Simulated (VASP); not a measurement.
The system is Ni.

```
Ni
1.0
     2.49175    0.00000    0.00000
     1.24588    2.15792    0.00000
     1.24588    0.71931    2.03451
Ni
1
Direct
  0.00000 0.00000 0.00000
```

* Program: VASP 6.6.1
* Task: relaxation of cell and atoms
* Functional: r2SCAN
* Potentials or basis: VASP PAW PBE potentials, release 64 (Ni)
* Cutoff: 600 eV
* k mesh: 8 × 8 × 8
* Occupations: methfessel-paxton, width 0.05 eV
* Spin: collinear spin, ferromagnetic start
* Starting moments: [1.5] μB

At the start: pressure -8.0 GPa; volume 10.94 Å³/atom.

Question: How do energy, volume and symmetry change on relaxing?

Answer: Over 3 steps the energy falls by 11.2 meV/atom and the volume is 10.52 Å³/atom (-3.9 %); space group Fm-3m (No. 225, to 0.1 Å) before and after; moment 0.70 μB per cell.

The path:
| step | energy change (eV) | largest force (eV/Å) | pressure (GPa) | volume (Å³) |
| --- | --- | --- | --- | --- |
| 1 | 0.0000 | 0.0000 | -8.05 | 10.94 |
| 2 | 0.0012 | 0.0000 | 9.71 | 10.09 |
| 3 | -0.0112 | 0.0000 | -0.17 | 10.52 |

Final structure:
```
Ni
1.0
     2.45910    0.00000    0.00000
     1.22955    2.12964    0.00000
     1.22955    0.70988    2.00785
Ni
1
Direct
  0.00000 0.00000 0.00000
```

Caveat: the k points lie up to 0.39 Å⁻¹ apart in the final cell; the PAW data sets were made with another functional, which shifts forces and pressure a little.
